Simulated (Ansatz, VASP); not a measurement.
# One calculation of Y, two programs

Contents of INCAR:

```
ALGO = Normal ; EDIFF = 1E-6
ENCUT = 520 ; GGA = PE
ISIF = 2 ; ISMEAR = -1
LASPH = True ; LCHARG = True
LELF = True ; LREAL = False
LVHAR = True ; LWAVE = False
NBANDS = 12 ; NELM = 80
PREC = Accurate ; SIGMA = 0.03
```

Contents of KPOINTS:

```
k-points
0
Gamma
  12 12 12
```

File POSCAR:

```
Y
1.0
    0.0000000000      2.5519910612      2.5519910612
    2.5519910612      0.0000000000      2.5519910612
    2.5519910612      2.5519910612      0.0000000000
Y
1
Direct
    0.0000000000      0.0000000000      0.0000000000
```

Input for Ansatz:

```yaml
crystal:
  lattice:
    - [0.0, 2.5519910612, 2.5519910612]
    - [2.5519910612, 0.0, 2.5519910612]
    - [2.5519910612, 2.5519910612, 0.0]
  atoms:
    - { symbol: "Y", position: [0.0, 0.0, 0.0] }
kpoints:
  mp_grid: { grid: [12, 12, 12] }
  band_path:
    path:
      - [0.0, 0.0, 0.0]
      - [0.5, 0.0, 0.5]
      - [0.625, 0.25, 0.625]
      - [0.375, 0.375, 0.75]
      - [0.0, 0.0, 0.0]
      - [0.5, 0.5, 0.5]
      - [0.5, 0.25, 0.75]
      - [0.5, 0.0, 0.5]
    npoints: 5
scf:
  occupations: { method: fermi_dirac, width: 0.03 }
hamiltonian:
  xc: pbe
  pseudopotentials: { kind: all_electron, lapw: { basis_error: 0.00025 } }
output:
  forces: true
  stress: true
  eigenvalues: true
```

Alike in both runs: task single point; functional PBE; k mesh 12 × 12 × 12; occupations fermi-dirac, width 0.03 eV; no spin polarisation.

|  | VASP | Ansatz |
| --- | --- | --- |
| version | VASP 6.6.1 | Ansatz 0.2.0 |
| potentials or method | VASP PAW PBE potentials, release 64 (Y_sv), cutoff 520 eV | all-electron LAPW, scalar-relativistic |

```csv
,VASP,Ansatz,Ansatz less VASP
pressure (GPa),-1.1,-0.9,+0.13
```

Ansatz ran all-electron here, and VASP with PAW potentials.
